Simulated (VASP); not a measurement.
Write the native input for VASP 6.6.1 that does the following.

| Quantity | Value |
| --- | --- |
| Task | single point |
| Functional | PBE |
| Potentials or basis | VASP PAW PBE potentials, release 64 (Ti_sv, Sn_d, Te) |
| Cutoff | 520 eV |
| k mesh | 12 × 12 × 6 |
| Occupations | gaussian, width 0.1 eV |
| Spin | no spin polarisation |
| Dipole correction | no |
| k mesh for the DOS | 18 × 18 × 9 |
| Occupations for the DOS | tetrahedron |
| Further INCAR settings | ALGO = Normal; EDIFF = 1e-06; NBANDS = 37 |

Crystal: Ti2SnTe3.

```
CELL_PARAMETERS angstrom
5.33391 0.00000 0.00000
-2.66696 4.61930 0.00000
0.00000 0.00000 6.12955
ATOMIC_POSITIONS crystal
Ti 0.00000 0.00000 0.21264
Ti 0.00000 0.00000 0.78736
Sn 0.33333 0.66667 0.00000
Te 0.33333 0.66667 0.50000
Te 0.66667 0.33333 0.00000
Te 0.66667 0.33333 0.50000
```

The input as run:

POSCAR

```
Ti2SnTe3
1.0
    5.3339136433      0.0000000000      0.0000000000
   -2.6669568216      4.6193047167      0.0000000000
    0.0000000000      0.0000000000      6.1295485333
Ti Sn Te
2 1 3
Direct
    0.0000000000      0.0000000000      0.2126360099
    0.0000000000      0.0000000000      0.7873639901
    0.3333333333      0.6666666667      0.0000000000
    0.3333333333      0.6666666667      0.5000000000
    0.6666666667      0.3333333333      0.0000000000
    0.6666666667      0.3333333333      0.5000000000
```

INCAR.step1

```
PREC     = Accurate       # precision mode
ENCUT    = 520            # plane-wave cutoff, eV
EDIFF    = 1E-6           # SCF threshold, eV
ISMEAR   = 0              # smearing method
SIGMA    = 0.1            # smearing width, eV
LREAL    = F              # projectors in reciprocal space
LASPH    = T              # aspherical terms in the spheres
NELM     = 60             # most SCF steps
ALGO     = Normal         # electronic algorithm
ISIF     = 2              # what is computed and relaxed
LWAVE    = F              # write WAVECAR
LCHARG   = T              # write CHGCAR
LMAXMIX  = 4              # l up to which the mixer works
GGA      = PE             # functional
NBANDS   = 37             # bands
```

KPOINTS.step1

```
Automatic mesh
0
Gamma
  12 12 6
```

INCAR.step2

```
PREC     = Accurate       # precision mode
ENCUT    = 520            # plane-wave cutoff, eV
EDIFF    = 1E-6           # SCF threshold, eV
ISMEAR   = -5             # smearing method
SIGMA    = 0.1            # smearing width, eV
LREAL    = F              # projectors in reciprocal space
LASPH    = T              # aspherical terms in the spheres
NELM     = 60             # most SCF steps
ALGO     = Normal         # electronic algorithm
ISIF     = 2              # what is computed and relaxed
LWAVE    = F              # write WAVECAR
LCHARG   = F              # write CHGCAR
LMAXMIX  = 4              # l up to which the mixer works
GGA      = PE             # functional
LORBIT   = 11             # projections on sites
NBANDS   = 37             # bands
NEDOS    = 2001           # points of the DOS
ICHARG   = 11             # starting density
```

KPOINTS.step2

```
Automatic mesh
0
Gamma
  18 18 9
```

Potentials or basis: VASP PAW PBE potentials, release 64 (Ti_sv, Sn_d, Te).

The run is started by

```sh
$ cat potpaw_PBE.64/Ti_sv/POTCAR potpaw_PBE.64/Sn_d/POTCAR potpaw_PBE.64/Te/POTCAR > POTCAR
$ cp INCAR.step1 INCAR
$ cp KPOINTS.step1 KPOINTS
$ mpirun -np 1 vasp_std > vasp.out
$ cp INCAR.step2 INCAR
$ cp KPOINTS.step2 KPOINTS
$ mpirun -np 1 vasp_std > vasp.out
```

Results of the run:

```json
{
  "Valence electrons inside the program's atomic spheres": "Ti 10.11; Sn 12.26; Te 3.34, 3.32, 3.33"
}
```

It took 8.1 min on 1 thread of Intel(R) Xeon(R) 6975P-C (Granite Rapids) (shared host), peak memory 0.95 GiB.
